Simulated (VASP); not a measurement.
Runs of VASP 6.6.1 on Rh. Symmetry: P6_3/mmc, No. 194, hexagonal system. The conventional cell has a = 2.688 Å, b = 2.688 Å, c = 4.247 Å, α = 90.00°, β = 90.00°, γ = 120.00°. Rh (site symmetry -6m2) has 12 Rh at 2.63 to 2.69 Å within 3.5 Å. 

```csv
level,potentials or basis,U,cutoff (eV),smearing,second run,gap on the mesh (eV),pressure (GPa)
r2SCAN,"VASP PAW PBE potentials, release 64 (Rh_sv_GW)",-,580,fermi-dirac 0.1 eV,valence_matched,none,9.8
r2SCAN,"VASP PAW PBE potentials, release 64 (Rh_pv)",-,520,fermi-dirac 0.1 eV,-,none,(a)
r2SCAN,"VASP PAW PBE potentials, release 64 (Rh_pv)",-,520,gaussian 0.15 eV,-,none,12.7
r2SCAN+U,"VASP PAW PBE potentials, release 64 (Rh_pv)",Rh d U = 1.0 eV,520,fermi-dirac 0.1 eV,-,none,(b)
r2SCAN,"VASP PAW PBE potentials, release 64 (Rh_sv_GW)",-,580,gaussian 0.15 eV,valence_matched,none,9.5
```

Alike in all rows: task single point; no spin polarisation; cell as given; k mesh 8 × 8 × 4.

Task: Estimate the missing entries.

Result: (a) 13.0; (b) 10.5.

Caveats: all runs use coarse meshes; the PAW data sets were made with another functional, which shifts forces and pressure a little; U without spin polarisation on a metal has little footing (some runs); the U is typed as a test and isn't derived for this compound (some runs).

A k mesh can miss the band edges, and the runs leave out spin-orbit coupling on Rh.

A gap of «none» marks levels without a gap at the run's occupations.

The runs don't all hold the same shells in valence.
